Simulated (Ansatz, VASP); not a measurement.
This is a calculation of Pd for Ansatz 0.2.0.

The input input.yaml:

```yaml
crystal:
  lattice:
    - [0.0, 1.9201927211, 1.9201927211]
    - [1.9201927211, 0.0, 1.9201927211]
    - [1.9201927211, 1.9201927211, 0.0]
  atoms:
    - { symbol: Pd, position: [0.0, 0.0, 0.0] }
hamiltonian:
  xc: revpbe
  pseudopotentials: { kind: paw }
kpoints:
  mp_grid: { grid: [12, 12, 12] }
scf:
  occupations: { method: fermi_dirac, width: 0.05 }
output:
  forces: true
  stress: true
  eigenvalues: true
```

Potentials or basis: Ansatz PAW.

Launch:

```bash
$ ansatz run input.yaml --threads 2 --pin off --max-ram 5120MiB --backend cpu --events-out ev --progress --plain --runs-dir out
```

Question: Translate it to VASP 6.6.1. Potentials there: VASP PAW PBE potentials, release 64 (Pd).

Answer: As run (the cutoff follows the program's own potentials):

Contents of INCAR:

```
SYSTEM = Pd
PREC     = Accurate       ! precision mode
ENCUT    = 520            ! plane-wave cutoff, eV
EDIFF    = 1E-6           ! SCF threshold, eV
ISMEAR   = -1             ! smearing method
SIGMA    = 0.05           ! smearing width, eV
LREAL    = .False.        ! projectors in reciprocal space
LASPH    = .True.         ! aspherical terms in the spheres
NELM     = 60             ! most SCF steps
ALGO     = Fast           ! electronic algorithm
ISIF     = 2              ! what is computed and relaxed
LWAVE    = .False.        ! write WAVECAR
LCHARG   = .False.        ! write CHGCAR
GGA      = RE             ! functional
NBANDS   = 11             ! bands
```

The input KPOINTS:

```
Automatic mesh
0
Gamma
  12 12 12
  0 0 0
```

File POSCAR:

```
Pd
1.0
    0.0000000000      1.9201927211      1.9201927211
    1.9201927211      0.0000000000      1.9201927211
    1.9201927211      1.9201927211      0.0000000000
Pd
1
Direct
    0.0000000000      0.0000000000      0.0000000000
```

Potentials or basis: VASP PAW PBE potentials, release 64 (Pd).

Run with:

```console
$ cat potpaw_PBE.64/Pd/POTCAR > POTCAR
$ mpirun -np 1 vasp_std > vasp.out
```

Both were run:

|  | VASP | Ansatz | Ansatz less VASP |
| --- | --- | --- | --- |
| gap on the k mesh at the Fermi level (eV) | none | none | - |
| pressure (GPa) | 19.4 | 19.8 | +0.34 |

VASP's potentials were made for PBE, not for revPBE. A gap of «none» marks a metal or a gap that the smearing closes. VASP's potentials hold 10 valence electrons a cell and Ansatz's 18, so a difference there can come from the potentials and not from the codes.
